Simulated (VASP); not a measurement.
The system is CaSiH6.

```
Ca Si H
1.0
     3.58961    2.07246    2.32912
    -3.58961    2.07246    2.32912
     0.00000   -4.14493    2.32912
Ca Si H
1 1 6
Direct
  0.00000 0.00000 0.00000
  0.50000 0.50000 0.50000
  0.58298 0.26425 0.21942
  0.26425 0.21942 0.58298
  0.78058 0.41702 0.73575
  0.73575 0.78058 0.41702
  0.41702 0.73575 0.78058
  0.21942 0.58298 0.26425
```

| Quantity | Value |
| --- | --- |
| Program | VASP 6.6.1 |
| Task | relaxation of cell and atoms |
| Functional | PBEsol |
| Potentials or basis | VASP PAW PBE potentials, release 64 (Ca_sv, Si, H) |
| Cutoff | 600 eV |
| k mesh | 4 × 4 × 4 |
| Occupations | fermi-dirac, width 0.03 eV |
| Spin | no spin polarisation |

At the start: pressure -12.5 GPa; volume 13.00 Å³/atom.

Task: How do energy, volume and symmetry change on relaxing?

Result: Over 38 steps the energy falls by 233.8 meV/atom and the volume is 8.20 Å³/atom (-36.9 %); space group R-3 (No. 148, to 0.1 Å) before and after.

The path:
```
step  energy change (eV)  largest force (eV/Å)  pressure (GPa)  volume (Å³)
   1              0.0000                0.7513          -12.51       103.96
   2             -1.0294                0.2075           -7.49        89.42
   3             -1.2139                0.8329           -3.11        82.76
   4             -1.2175                0.9383           -2.37        81.85
   5             -1.4987                0.7323           -1.91        77.05
   6             -1.7802                0.2391            3.65        63.75
   7             -1.8047                0.3315            1.72        66.72
   8             -1.8052                0.3088            2.06        66.12
   9             -1.8419                0.1736           -1.21        67.52
  10             -1.8429                0.1516           -0.77        67.32
  11             -1.8520                0.0509           -0.22        66.93
  12             -1.8525                0.0303           -0.05        66.81
  13             -1.8538                0.0274            0.07        66.72
  14             -1.8547                0.0255            0.27        66.59
  15             -1.8550                0.0302           -0.15        66.85
  16             -1.8551                0.0219           -0.05        66.78
  17             -1.8553                0.0191           -0.08        66.83
  18             -1.8558                0.0277           -0.13        66.98
  19             -1.8561                0.0278           -0.10        66.96
  20             -1.8567                0.0294           -0.02        66.90
  21             -1.8578                0.0380            0.13        66.79
  22             -1.8587                0.0618            0.42        66.57
  23             -1.8588                0.0611            0.42        66.56
  24             -1.8591                0.0592            0.40        66.56
  25             -1.8597                0.0552            0.37        66.55
  26             -1.8607                0.0473            0.30        66.52
  27             -1.8621                0.0355            0.09        66.47
  28             -1.8613                0.0658           -0.33        66.38
  29             -1.8625                0.0367           -0.03        66.44
  30             -1.8641                0.0317           -0.13        66.42
  31             -1.8674                0.0358           -0.46        66.36
  32             -1.8655                0.0968           -1.15        66.24
  33             -1.8680                0.0514           -0.67        66.33
  34             -1.8694                0.0164           -0.33        66.05
  35             -1.8698                0.0167           -0.07        65.84
  36             -1.8698                0.0180           -0.05        65.83
  37             -1.8699                0.0146           -0.04        65.78
  38             -1.8700                0.0058           -0.01        65.64
```

Final structure:
```
Ca Si H
1.0
     3.11849    1.80046    1.94844
    -3.11849    1.80046    1.94844
     0.00000   -3.60092    1.94844
Ca Si H
1 1 6
Direct
  0.00000 0.00000 0.00000
  0.50000 0.50000 0.50000
  0.56624 0.27231 0.16914
  0.27231 0.16914 0.56624
  0.83086 0.43376 0.72769
  0.72769 0.83086 0.43376
  0.43376 0.72769 0.83086
  0.16914 0.56624 0.27231
```

Caveat: the volume moved by over 15 % at a fixed basis, so the end points are rough; the PAW data sets were made with another functional, which shifts forces and pressure a little.
